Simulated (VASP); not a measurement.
A run of VASP 6.6.1:

File INCAR:

```
  PREC = Accurate
  ENCUT = 520
  EDIFF = 1E-6
  ISMEAR = -1
  SIGMA = 0.05
  LREAL = Auto
  LASPH = T
  NELM = 80
  ALGO = Normal
  ISIF = 2
  LWAVE = F
  LCHARG = F
  NELECT = 120.0
  NBANDS = 78
```

KPOINTS

```
regular mesh
0
Gamma
  2 2 2
```

The input POSCAR:

```
Si8O15
1.0
    0.0000000000      5.0462000000      4.4946000000
    4.0970000000      0.0000000000      4.4946000000
    4.0970000000      5.0462000000      0.0000000000
Si O
8 15
Direct
    0.2051889144      0.0573712771      0.9583362013
    0.2894997090      0.4784118688      0.0357706173
    0.8394547522      0.9269877000      0.0431612328
    0.1632148125      0.0496878826      0.4919875051
    0.6926587566      0.5503774624      0.4509812133
    0.7889434509      0.9535184092      0.5504362291
    0.2968864523      0.4525230984      0.5397507781
    0.7065836014      0.5436761051      0.9447822314
    0.4138254700      0.4889872883      0.2052673388
    0.2674997281      0.1524146046      0.6119483543
    0.3599159134      0.7230117943      0.5106308027
    0.0559359220      0.3737200484      0.3361678138
    0.0964284921      0.9831075753      0.2936804815
    0.2379690710      0.3492938836      0.8862182842
    0.1468653103      0.7925592227      0.9754872734
    0.8810527196      0.0195647550      0.7349619390
    0.7634468224      0.6610338052      0.1157890609
    0.8710126595      0.2097164568      0.0157718152
    0.9626025431      0.6178509702      0.6504423637
    0.5971174071      0.4801478795      0.7831694127
    0.7305521143      0.8504898998      0.3770091045
    0.6307021971      0.2889686691      0.4807284796
    0.5328931809      0.8849293438      0.8527714673
```

Potentials or basis: VASP PAW LDA potentials, release 64 (Si, O).

Run with:

```console
$ cat potpaw_LDA.64/Si/POTCAR potpaw_LDA.64/O/POTCAR > POTCAR
$ mpirun -np 1 vasp_std > vasp.out
```

Hardware: 1 thread of AMD EPYC 7R43 64-Core Processor (Zen 3), on a shared host.

Estimate the wall time of this run.

Run time: 5 min on 1 thread of AMD EPYC 7R43 64-Core Processor (Zen 3), on a shared host, peak memory 0.25 GiB. Counts: scf iterations 14, k points 8.
